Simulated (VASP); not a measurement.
CrO2, 9 atoms in the cell. The cell holds a slab with vacuum, 9 atoms: a = 2.587 Å, b = 2.587 Å, c = 23.001 Å, α = 90.00°, β = 90.00°, γ = 120.00°. 

```yaml
Program: VASP 6.6.1
Task: single point
Functional: PBEsol
Potentials_or_basis: VASP PAW PBE potentials, release 64 (Cr_pv, O)
Cutoff: 520 eV
k_mesh: 18 × 18 × 2
Occupations: gaussian, width 0.02 eV
Spin: no spin polarisation
Dipole_correction: no
Further_INCAR_settings: ALGO = Normal; EDIFF = 1e-07; NBANDS = 46
```

Potentials or basis: VASP PAW PBE potentials, release 64 (Cr_pv, O).

The run is started by

```console
$ cat potpaw_PBE.64/Cr_pv/POTCAR potpaw_PBE.64/O/POTCAR > POTCAR
$ mpirun -np 1 vasp_std > vasp.out
```

Hardware: 1 thread of Intel(R) Xeon(R) Platinum 8375C CPU @ 2.90GHz (Ice Lake), on a shared host.

Task: How long does it take, and how much memory?

Result: Wall time 30 min on 1 thread of Intel(R) Xeon(R) Platinum 8375C CPU @ 2.90GHz (Ice Lake), on a shared host, peak memory 0.45 GiB. Counts: scf iterations 29, k points 74.
